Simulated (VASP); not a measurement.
Input of a VASP 6.6.1 run:

The input INCAR:

```
PREC = Accurate
ENCUT = 520
EDIFF = 1E-7
ISMEAR = -1
SIGMA = 0.08
LREAL = F
LASPH = T
NELM = 80
ALGO = Normal
ISIF = 2
LWAVE = F
LCHARG = F
GGA = PS
NBANDS = 29
```

File KPOINTS:

```
Automatic mesh
0
Gamma
  8 8 8
```

File POSCAR:

```
TiSi2
1.0
   -0.0837950000      4.0753850000      4.2203200000
    2.3438850000     -0.0664800000      4.2376350000
    2.3453200000      4.0941350000     -0.0650450000
Ti Si
2 4
Direct
    0.7500000000      0.7500000000      0.7500000000
    0.5000000000      0.5000000000      0.5000000000
    0.0830000000      0.4170000000      0.0830000000
    0.4170000000      0.0830000000      0.4170000000
    0.1670000000      0.8330000000      0.1670000000
    0.8330000000      0.1670000000      0.8330000000
```

Potentials or basis: VASP PAW PBE potentials, release 64 (Ti_sv, Si).

Command:

```sh
$ cat potpaw_PBE.64/Ti_sv/POTCAR potpaw_PBE.64/Si/POTCAR > POTCAR
$ mpirun -np 1 vasp_std > vasp.out
```

(1) Estimate the band gap on the k mesh.

(2) What does it give for the pressure?

(3) What does it give for the largest force?

Results:

(1) zero (bands 20 and 21 overlap by 1.81 eV).

(2) -1.4 GPa.

(3) 0.271 eV/Å.

Caveat: the cell differs from its parent crystal (equal xy, yz and zx shear strains of -2 %); the PAW data sets were made with another functional, which shifts forces and pressure a little.
